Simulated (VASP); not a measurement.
# AlN (P1) in VASP: notebook

The runs below take AlN through single point, with PBE.

All numbers are computed with VASP 6.6.1; they aren't measurements. Logs are shortened: lines on timing, memory, paths and dates and some standing lists are left out, and cuts for length are marked.

### 1 The cell of the first run

The typed cell holds 4 atoms: a = 3.113 Å, b = 3.172 Å, c = 4.884 Å, α = 88.71°, β = 92.37°, γ = 121.38°.

### 2 Single point, PBE

Contents of INCAR:

```
PREC = Accurate ; ENCUT = 520
EDIFF = 1E-7 ; ISMEAR = 0
SIGMA = 0.01 ; LREAL = False
LASPH = True ; NELM = 100
ALGO = Normal ; ISIF = 2
LWAVE = False ; LCHARG = True
GGA = PE ; LELF = True
LVHAR = True ; NBANDS = 16
```

Contents of KPOINTS:

```
regular mesh
0
Gamma
  6 6 4
```

Contents of POSCAR:

```
AlN
1.0
    3.1123100000     -0.0547700000     -0.0638500000
   -1.6035900000      2.7364600000      0.0347400000
   -0.1021600000      0.0052000000      4.8832600000
Al N
2 2
Direct
    0.3322200000      0.6614300000      0.9991100000
    0.6747900000      0.3365700000      0.5008300000
    0.3327400000      0.6623700000      0.3821700000
    0.6583600000      0.3304500000      0.8792000000
```

Potentials or basis: VASP PAW PBE potentials, release 64 (Al, N).

Run with:

```sh
$ cat potpaw_PBE.64/Al/POTCAR potpaw_PBE.64/N/POTCAR > POTCAR
$ mpirun -np 1 vasp_std > vasp.out
```

OUTCAR:

```text
PREC = Accurate
   ENCUT = 520
   EDIFF = 1E-7
   ISMEAR = 0
   LREAL = False
   LASPH = True
   NELM = 100
   ISIF = 2
   GGA = PE

 ion  position               nearest neighbor table
   1  0.332  0.661  0.999-   4 1.87   3 1.87   4 1.90   4 1.91   2 2.95   2 3.00   2 3.04   2 3.06
                             2 3.06   2 3.10
   2  0.675  0.337  0.501-   4 1.85   3 1.86   3 1.90   3 1.92   1 2.95   1 3.00   1 3.04   1 3.06
                             1 3.06   1 3.10
   3  0.333  0.662  0.382-   2 1.86   1 1.87   2 1.90   2 1.92
   4  0.658  0.330  0.879-   2 1.85   1 1.87   1 1.90   1 1.91

  LATTYP: Found a triclinic cell.
 ALAT       =     3.0771000449
 B/A-ratio  =     2.3047388449
 C/A-ratio  =     1.0308067523
 COS(alpha) =     0.0054542096
 COS(beta)  =     0.5038767421
 COS(gamma) =     0.6294778087

  Lattice vectors:

 A1 = (  -1.5087200000,  -2.6816900000,   0.0291100000)
 A2 = (  -4.5188700000,  -2.6321200000,  -4.7903000000)
 A3 = (   1.6035900000,  -2.7364600000,  -0.0347400000)

Analysis of symmetry for initial positions (statically):
=====================================================================
 Subroutine PRICEL returns:
 Original cell was already a primitive cell.

 Routine SETGRP: Setting up the symmetry group for a
 triclinic supercell.

 Subroutine GETGRP returns: Found  1 space group operations
 (whereof  1 operations were pure point group operations)
 out of a pool of  2 trial point group operations.

The static configuration has the point symmetry C_1 .

Analysis of symmetry for dynamics (positions and initial velocities):
=====================================================================
 Subroutine PRICEL returns:
 Original cell was already a primitive cell.

 Routine SETGRP: Setting up the symmetry group for a
 triclinic supercell.

 Subroutine GETGRP returns: Found  1 space group operations
 (whereof  1 operations were pure point group operations)
 out of a pool of  2 trial point group operations.

The dynamic configuration has the point symmetry C_1 .

 Subroutine INISYM returns: Found  1 space group operations
 (whereof  1 operations are pure point group operations),
 and found     1 'primitive' translations

----------------------------------------------------------------------------------------

                                     Primitive cell

  volume of cell :      41.1427

  direct lattice vectors                    reciprocal lattice vectors
     3.112310000 -0.054770000 -0.063850000     0.324787898  0.190244920  0.006592125
    -1.603590000  2.736460000  0.034740000     0.006492618  0.369243635 -0.000257365
    -0.102160000  0.005200000  4.883260000     0.004200504 -0.000139330  0.204869257

  length of vectors
     3.113446661  3.171895504  4.884331268     0.376462168  0.369300802  0.204912362

  position of ions in fractional coordinates (direct lattice)
     0.332220000  0.661430000  0.999110000
     0.674790000  0.336570000  0.500830000
     0.332740000  0.662370000  0.382170000
     0.658360000  0.330450000  0.879200000

  ion indices of the primitive-cell ions
   primitive index   ion index
                 1           1
                 2           2
                 3           3
                 4           4

----------------------------------------------------------------------------------------

 KPOINTS: regular mesh

Automatic generation of k-mesh.
 Grid dimensions read from file:
 generate k-points for:    6    6    4

 Generating k-lattice:

  Cartesian coordinates                     Fractional coordinates (reciprocal lattice)
     0.054131316  0.031707487  0.001098687     0.166666667  0.000000000  0.000000000
     0.001082103  0.061540606 -0.000042894    -0.000000000  0.166666667  0.000000000
     0.001050126 -0.000034833  0.051217314    -0.000000000  0.000000000  0.250000000

  Length of vectors
     0.062743695  0.061550134  0.051228091

  Shift w.r.t. Gamma in fractional coordinates (k-lattice)
     0.000000000  0.000000000  0.000000000

 Subroutine IBZKPT returns following result:
 ===========================================

 Found     76 irreducible k-points:

 Following reciprocal coordinates:
            Coordinates               Weight
  0.000000  0.000000  0.000000      1.000000
  0.166667  0.000000  0.000000      2.000000
  0.333333 -0.000000  0.000000      2.000000
  0.500000  0.000000  0.000000      1.000000
  0.000000  0.166667  0.000000      2.000000
  0.166667  0.166667 -0.000000      2.000000
[... 16 lines left out ...]
  0.333333 -0.000000  0.250000      2.000000
  0.500000 -0.000000  0.250000      2.000000
 [... further k-points ...]
   k-points           NKPTS =     76   k-points in BZ     NKDIM =     76   number of bands    NBANDS=     16
   number of dos      NEDOS =    301   number of ions     NIONS =      4
   total plane-waves  NPLWV =  20736
   dimension x,y,z NGX =    24 NGY =   24 NGZ =   36
   dimension x,y,z NGXF=    48 NGYF=   48 NGZF=   72
   ions per type =               2   2
   NGX,Y,Z   is equivalent  to a cutoff of  12.82, 12.58, 12.25 a.u.
   NGXF,Y,Z  is equivalent  to a cutoff of  25.63, 25.16, 24.51 a.u.
 SYSTEM =  unknown system
   PREC   = accura    normal or accurate (medium, high low for compatibility)
   ISTART =      0    job   : 0-new  1-cont  2-samecut
   ICHARG =      2    charge: 1-file 2-atom 10-const
   ISPIN  =      1    spin polarized calculation?
   LNONCOLLINEAR =      F non collinear calculations
   LSORBIT =      F    spin-orbit coupling
   LASPH  =      T    aspherical Exc in radial PAW
   ENCUT  =  520.0 eV  38.22 Ry    6.18 a.u.   5.79  5.90  9.08*2*pi/ulx,y,z
   NELM   =    100;   NELMIN=  2; NELMDL= -5     # of ELM steps
   EDIFF  = 0.1E-06   stopping-criterion for ELM
   LREAL  =      F    real-space projection
   EDIFFG = 0.1E-05   stopping-criterion for IOM
   NSW    =      0    number of steps for IOM
   IBRION =     -1    ionic relax: 0-MD 1-quasi-New 2-CG
   NFREE  =      0    steps in history (QN), initial steepest desc. (CG)
   ISIF   =      2    stress and relaxation
   ISYM   =      2    0-nonsym 1-usesym 2-fastsym
   POTIM  = 0.5000    time-step for ionic-motion
   TEBEG  =    0.0;   TEEND  =   0.0 temperature during run
   PSTRESS=    0.0 pullay stress
   NELECT =      16.0000    total number of electrons
   NUPDOWN=      -1.0000    fix difference up-down
   EMIN   =  10.00;   EMAX   =-10.00  energy-range for DOS
   EFERMI =   0.00;   METHOD = LEGACY
   ISMEAR =     0;   SIGMA  =   0.01  broadening in eV -4-tet -1-fermi 0-gaus
   EFERMI_NEDOS =   21; number of points for ismear=-14 and -15
   IALGO  =     38    algorithm
   IMIX   =      4    mixing-type and parameters
     AMIX     =   0.40;   BMIX     =  1.00
     AMIX_MAG =   1.60;   BMIX_MAG =  1.00
  volume/ion in A,a.u.               =      10.29        69.41
  Fermi-wavevector in a.u.,A,eV,Ry     =   1.194952  2.258132 19.427894  1.427910
  Thomas-Fermi vector in A             =   2.330929
   LORBIT       =      0    0 simple, 1 ext, 2 COOP (PROOUT), +10 PAW based schemes
   GGA     = PE    functional components
   LHFCALC =     F    Hartree Fock is set to
   AEXX    =    0.0000 exact exchange contribution
   IVDW    =     0    specifies the selected vdW correction
   LEPSILON=     F    determine dielectric tensor
   LRPA    =     F    only Hartree local field effects (RPA)
 non-spin polarized calculation
 Gauss-broadening in eV      SIGMA  =   0.01
  energy-cutoff  :      520.00
  volume of cell :       41.14
 maximum number of plane-waves:      1120
   NGX = 11   NGY = 11   NGZ = 19

 number of electron      15.9999999 magnetization

 Free energy of the ion-electron system (eV)
  ---------------------------------------------------
  ext. energy  EPLUGINS =         0.00000000
  ---------------------------------------------------
  free energy    TOTEN  =       -29.66910804 eV

  energy without entropy =      -29.66910804  energy(sigma->0) =      -29.66910804

 E-fermi :   6.5257     XC(G=0): -10.9768

 val. band max:        6.4294111951   @ k =   0.0000   0.0000   0.0000
 cond. band min:      10.6190723949   @ k =   0.0000   0.0000   0.0000
 fundamental gap:      4.1896611998
 Fermi energy:         6.5257352459

 k-point     1 :       0.0000    0.0000    0.0000
  band No.  band energies     occupation
      1      -8.9798      2.00000
      2      -6.6801      2.00000
      3       0.3055      2.00000
      4       5.2319      2.00000
      5       5.4685      2.00000
      6       5.9552      2.00000
[... 8 lines left out ...]
     15      19.6601      0.00000
     16      20.0877      0.00000

 k-point     2 :       0.1667    0.0000    0.0000
  band No.  band energies     occupation
      1      -8.6195      2.00000
      2      -6.4949      2.00000
      3       0.7320      2.00000
      4       4.0684      2.00000
      5       4.7722      2.00000
      6       4.8561      2.00000
[... 8 lines left out ...]
     15      18.8712      0.00000
     16      19.1942      0.00000

 k-point     3 :       0.3333   -0.0000    0.0000
  band No.  band energies     occupation
      1      -7.6857      2.00000
      2      -6.1774      2.00000
      3       1.8181      2.00000
      4       1.9297      2.00000
      5       3.0383      2.00000
      6       4.1673      2.00000
[... 8 lines left out ...]
     15      18.9644      0.00000
     16      20.5364      0.00000

 k-point     4 :       0.5000    0.0000    0.0000
  band No.  band energies     occupation
      1      -6.9149      2.00000
      2      -6.2182      2.00000
      3       0.8832      2.00000
      4       2.1822      2.00000
      5       3.0684      2.00000
      6       3.8974      2.00000
[... 8 lines left out ...]
     15      19.6540      0.00000
     16      21.7357      0.00000
[... 324 lines left out ...]
 k-point    22 :       0.1667    0.0000    0.2500
  band No.  band energies     occupation
      1      -8.3598      2.00000
      2      -6.9460      2.00000
      3       1.4268      2.00000
      4       4.1189      2.00000
      5       4.5104      2.00000
      6       4.9438      2.00000
[... 8 lines left out ...]
     15      18.8357      0.00000
     16      19.1568      0.00000

 k-point    23 :       0.3333   -0.0000    0.2500
  band No.  band energies     occupation
      1      -7.4579      2.00000
      2      -6.4810      2.00000
      3       1.2486      2.00000
      4       2.3604      2.00000
      5       3.5310      2.00000
      6       4.3303      2.00000
[... 8 lines left out ...]
     15      19.4038      0.00000
     16      20.2390      0.00000

 k-point    24 :       0.5000   -0.0000    0.2500
  band No.  band energies     occupation
      1      -6.8051      2.00000
      2      -6.2926      2.00000
      3       0.6072      2.00000
      4       1.5065      2.00000
      5       3.7822      2.00000
      6       4.0887      2.00000
[... 8 lines left out ...]
     15      19.0701      0.00000
     16      21.1035      0.00000

 [... further k-points ...]

------------------------ aborting loop because EDIFF is reached ----------------------------------------

  FORCE on cell =-STRESS in cart. coord.  units (eV):
  Direction    XX          YY          ZZ          XY          YZ          ZX
  --------------------------------------------------------------------------------------
  -------------------------------------------------------------------------------------
  Total        1.2978907      0.4400134      3.5687545      1.4784067     -0.1932792      1.1755406
  in kB       50.5423552     17.1349648    138.9741437     57.5719918     -7.5266631     45.7778048
  external PRESSURE =      68.8838212 kB  Pullay stress =       0.0000000 kB

 VOLUME and BASIS-vectors are now :
 -----------------------------------------------------------------------------
  energy-cutoff  :      520.00
  volume of cell :       41.14
      direct lattice vectors                 reciprocal lattice vectors
     3.112310000 -0.054770000 -0.063850000     0.324787898  0.190244920  0.006592125
    -1.603590000  2.736460000  0.034740000     0.006492618  0.369243635 -0.000257365
    -0.102160000  0.005200000  4.883260000     0.004200504 -0.000139330  0.204869257

 POSITION                                       TOTAL-FORCE (eV/Angst)
 -----------------------------------------------------------------------------------
     -0.12876      1.79698      4.88068         0.207759      0.179074     -0.221110
      1.50927      0.88666      2.41429        -0.382307     -0.367166     -0.539691
     -0.06562      1.79631      1.86800         0.354695      0.347864      0.169357
      1.42930      0.87278      4.26281        -0.180146     -0.159772      0.591444
 -----------------------------------------------------------------------------------
    total drift:                                0.000193      0.000491      0.000235

  FREE ENERGIE OF THE ION-ELECTRON SYSTEM (eV)
  ---------------------------------------------------
  free  energy   TOTEN  =       -29.6691080446 eV

  energy  without entropy=      -29.6691080446  energy(sigma->0) =      -29.66910804
```

It took 81 s on 1 thread of AMD EPYC, shared host; peak memory 0.14 GiB.

What came out:

| Item | Value |
| --- | --- |
| Free energy | -29.6691 eV |
| Pressure | 6.9 GPa |
| Largest force | 0.756 eV/Å |
| Band gap on the k mesh | 4.19 eV, direct |

Forces in eV/Å, atoms in the order of the input:
```
Al   0.208  0.179 -0.221
Al  -0.382 -0.367 -0.540
N    0.355  0.348  0.169
N   -0.180 -0.160  0.591
```

Levels at points of the mesh, in eV from the valence-band top:
| k point | band 6 | band 7 | band 8 | band 9 | band 10 | band 11 |
| --- | --- | --- | --- | --- | --- | --- |
| (0.00, 0.00, 0.00) | -0.47 | -0.30 | 0.00 | 4.19 | 6.39 | 10.52 |
| (0.50, 0.00, 0.00) | -2.53 | -1.89 | -0.93 | 5.31 | 5.77 | 7.93 |
| (0.00, 0.50, 0.00) | -2.30 | -1.92 | -0.79 | 5.67 | 5.84 | 8.05 |
| (0.50, 0.50, 0.00) | -2.12 | -1.97 | -0.64 | 5.86 | 5.95 | 8.32 |
| (0.00, 0.00, 0.50) | -0.76 | -0.69 | -0.57 | 6.29 | 6.35 | 10.23 |
| (0.50, 0.00, 0.50) | -1.81 | -1.62 | -1.23 | 5.09 | 5.27 | 8.86 |
| (0.00, 0.50, 0.50) | -1.67 | -1.44 | -1.36 | 5.29 | 5.35 | 9.29 |
| (0.50, 0.50, 0.50) | -1.50 | -1.40 | -1.24 | 5.20 | 5.49 | 9.10 |

Expect the measured gap to be larger: semilocal functionals such as PBE lack the derivative discontinuity.

### 3 Single point, PBE

Contents of INCAR:

```
PREC = Accurate
ENCUT = 520
EDIFF = 1E-7
ISMEAR = 0
SIGMA = 0.01
LREAL = False
LASPH = True
NELM = 80
ALGO = Normal
ISIF = 2
LWAVE = False
LCHARG = False
GGA = PE
NBANDS = 16
```

KPOINTS is that of step 2.

POSCAR, as its differences from that of step 2:

```diff
@@ -9,3 +9,3 @@
     0.3322200000      0.6614300000      0.9991100000
-    0.6747900000      0.3365700000      0.5008300000
+    0.6748229606      0.3365687132      0.5018543463
     0.3327400000      0.6623700000      0.3821700000
```

Potentials or basis: VASP PAW PBE potentials, release 64 (Al, N).

Run with:

```sh
$ cat potpaw_PBE.64/Al/POTCAR potpaw_PBE.64/N/POTCAR > POTCAR
$ mpirun -np 1 vasp_std > vasp.out
```

Run time: 75 s. Hardware: 1 thread of AMD EPYC, shared host; peak memory 0.14 GiB.

It converged, with:

| Quantity | Value |
| --- | --- |
| Free energy | -29.6661 eV |
| Pressure | 6.9 GPa |
| Largest force | 0.846 eV/Å |
| Band gap on the k mesh | 4.19 eV, direct |

Forces in eV/Å, atoms in the order of the input:
```
Al   0.210  0.179 -0.178
Al  -0.378 -0.363 -0.664
N    0.350  0.344  0.200
N   -0.182 -0.160  0.642
```

Stress tensor (GPa, compression positive):
```
 4.93  5.75  4.57
 5.75  1.62 -0.75
 4.57 -0.75 14.26
```

Levels at points of the mesh, in eV from the valence-band top:
| k point | band 5 | band 6 | band 7 | band 8 | band 9 | band 10 | band 11 | band 12 |
| --- | --- | --- | --- | --- | --- | --- | --- | --- |
| (0.00, 0.00, 0.00) | -0.95 | -0.47 | -0.29 | 0.00 | 4.19 | 6.40 | 10.52 | 10.68 |
| (0.50, 0.00, 0.00) | -3.36 | -2.52 | -1.89 | -0.92 | 5.32 | 5.77 | 7.93 | 10.30 |
| (0.00, 0.50, 0.00) | -3.54 | -2.30 | -1.91 | -0.78 | 5.68 | 5.84 | 8.06 | 10.27 |
| (0.50, 0.50, 0.00) | -3.51 | -2.11 | -1.97 | -0.63 | 5.86 | 5.95 | 8.32 | 10.24 |
| (0.00, 0.00, 0.50) | -0.90 | -0.74 | -0.69 | -0.55 | 6.30 | 6.36 | 10.22 | 10.48 |
| (0.50, 0.00, 0.50) | -1.88 | -1.78 | -1.61 | -1.23 | 5.09 | 5.27 | 8.86 | 9.52 |
| (0.00, 0.50, 0.50) | -1.70 | -1.66 | -1.44 | -1.35 | 5.29 | 5.36 | 9.30 | 9.31 |
| (0.50, 0.50, 0.50) | -1.67 | -1.51 | -1.37 | -1.23 | 5.21 | 5.50 | 9.12 | 9.70 |

(Continued in part 2 of 2.)
